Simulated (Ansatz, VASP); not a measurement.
# VWC2 in VASP and in Ansatz

```
W V C
1.0
     1.52709    0.88166    4.96657
    -1.52709    0.88166    4.96657
     0.00000   -1.76333    4.96657
W V C
1 1 2
Direct
  0.00000 0.00000 0.00000
  0.50000 0.50000 0.50000
  0.24649 0.24649 0.24649
  0.75351 0.75351 0.75351
```

Alike in both runs: task single point; functional PBEsol; k mesh 10 × 10 × 10; occupations fermi-dirac, width 0.05 eV; collinear spin.

|  | VASP | Ansatz |
| --- | --- | --- |
| version | VASP 6.6.1 | Ansatz 0.2.0 |
| potentials or method | VASP PAW PBE potentials, release 64 (W_sv, V_sv, C) | Ansatz PAW |
| plane-wave cutoff (eV) | 520 | 420 |
| valence electrons in the cell | 35 | 35 |

VASP gave:

- gap on the k mesh at the Fermi level (eV): none
- pressure (GPa): -16.0
- traceless stress, the component that is largest in VASP (GPa): -0.16
- rms of the force components (eV/Å): 0.073
- net moment per atom (μB): 0.00

Question: What did Ansatz give for the same quantities?

Answer: gap on the k mesh at the Fermi level (eV): none; pressure (GPa): -16.6; traceless stress, the component that is largest in VASP (GPa): -0.14; rms of the force components (eV/Å): 0.079; net moment per atom (μB): 0.00.

VASP's potentials were made for PBE, not for PBEsol. Atom by atom the forces differ by 0.007 eV/Å (rms over components). A gap of «none» marks a metal or a gap that the smearing closes. With one functional, cell and mesh, what is left measures potentials, basis and numerics.

Spin-orbit coupling is off throughout.
